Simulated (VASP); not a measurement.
Wanted: the native input for a VASP 6.6.1 run.

```
Task                   : relaxation of cell and atoms
Functional             : BLYP
Dispersion             : D4
Potentials or basis    : VASP PAW PBE potentials, release 64 (W_sv, Si)
Cutoff                 : 600 eV
k mesh                 : 12 × 12 × 12
Occupations            : fermi-dirac, width 0.05 eV
Spin                   : no spin polarisation
Dipole correction      : no
Further INCAR settings : ALGO = Normal; EDIFF = 1e-06; IBRION = 2; EDIFFG = -0.01; NSW = 60; ISIF = 3
```

The structure of Si2W lies in POSCAR:

```
Si2W
1.0
   -1.6069000000      1.6069000000      3.9149500000
    1.6069000000     -1.6069000000      3.9149500000
    1.6069000000      1.6069000000     -3.9149500000
W Si
1 2
Direct
    0.0000000000      0.0000000000      0.0000000000
    0.6653000000      0.6653000000      0.0000000000
    0.3347000000      0.3347000000      0.0000000000
```

The input as run:

INCAR

```
AGGAC = 1.0
AGGAX = 1.0
ALDAC = 0.0
ALDAX = 1.0
ALGO = Normal
EDIFF = 1E-6
EDIFFG = -0.01
ENCUT = 600
GGA = B5
IBRION = 2
ISIF = 3
ISMEAR = -1
IVDW = 13
LASPH = T
LCHARG = F
LREAL = F
LWAVE = F
NELM = 60
NSW = 60
PREC = Accurate
SIGMA = 0.05
VDW_A1 = 0.44488865
VDW_A2 = 4.0933009
VDW_S6 = 1.0
VDW_S8 = 2.34076671
```

KPOINTS

```
k-points
0
Gamma
  12 12 12
```

Potentials or basis: VASP PAW PBE potentials, release 64 (W_sv, Si).

Launch:

```bash
$ cat potpaw_PBE.64/W_sv/POTCAR potpaw_PBE.64/Si/POTCAR > POTCAR
$ mpirun -np 1 vasp_std > vasp.out
```

It gave:

| Quantity | Value |
| --- | --- |
| Relaxed volume | 13.52 Å³/atom |
| Relaxed cell | a = 4.527 Å, b = 4.527 Å, c = 4.527 Å, α = 138.34°, β = 138.34°, γ = 60.39° |
| Space group after relaxing (to 0.1 Å) | I4/mmm (No. 139) |
| Energy gained by relaxing | 0.2 meV/atom |
| Ionic steps | 5 |
| Pressure after relaxing | 0.0 GPa |
| Largest force after relaxing | 0.007 eV/Å |
| Band gap on the k mesh | zero (bands 11 and 12 overlap by 1.26 eV) |
| Dispersion energy per atom | -1.100 eV |

Caveat: the PAW data sets were made with another functional, which shifts forces and pressure a little; spin-orbit coupling is left out, which moves the levels of the heavy elements.

It took 2.8 min on 1 thread of Intel(R) Xeon(R) 6975P-C (Granite Rapids), with other jobs on the host, peak memory 0.29 GiB.
